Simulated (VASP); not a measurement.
**MoS: single point with PBE**

Crystal: MoS.

```
Mo S
1.0
     0.00000    2.52709    2.52709
     2.52709    0.00000    2.52709
     2.52709    2.52709    0.00000
Mo S
1 1
Cartesian
  0.0000 0.0000 0.0000
  2.5271 2.5271 2.5271
```

* Program: VASP 6.6.1
* Task: single point
* Functional: PBE
* Potentials or basis: VASP PAW PBE potentials, release 64 (Mo_sv, S)
* Cutoff: 520 eV
* k mesh: 14 × 14 × 14
* Occupations: gaussian, width 0.1 eV
* Spin: collinear spin
* Starting moments: [3.5, 0.0] μB
* Dipole correction: no
* Further INCAR settings: ALGO = Normal; EDIFF = 1e-06; NBANDS = 21

```json
{
 "Pressure": "-8.5 GPa",
 "Net moment": "0.33 μB per cell",
 "Site moments": "Mo +0.30; S -0.00 μB",
 "Valence electrons inside the program's atomic spheres": "Mo 12.30; S 3.69"
}
```

Levels at points of the mesh, in eV from the Fermi level:
Spin up:
```
           k point  band 6  band 7  band 8  band 9  band 10  band 11  band 12  band 13  band 14  band 15
(0.00, 0.00, 0.00)   -2.93   -2.93   -2.93   -2.27    -2.27    -2.27    -1.87    -1.87     2.93     8.72
(0.50, 0.00, 0.00)   -8.24   -6.06   -6.06   -0.11    -0.11     0.54     2.57     4.49     4.49     6.26
(0.50, 0.50, 0.00)   -6.48   -4.22   -4.22   -3.98    -0.93     0.53     0.53     1.51     2.97    10.01
```
Spin down:
```csv
k point,band 8,band 9,band 10,band 11,band 12,band 13
"(0.00, 0.00, 0.00)",-2.92,-2.06,-2.06,-2.06,-1.71,-1.71
"(0.50, 0.00, 0.00)",-5.99,0.15,0.15,0.77,2.61,4.61
"(0.50, 0.50, 0.00)",-4.20,-3.81,-0.76,0.80,0.80,1.68
```

Run time: 2.8 min on 1 thread of Intel(R) Xeon(R) Platinum 8259CL CPU @ 2.50GHz (Skylake/Cascade Lake), with other jobs on the host, peak memory 0.24 GiB.

Caveat: the cell stands under tension.
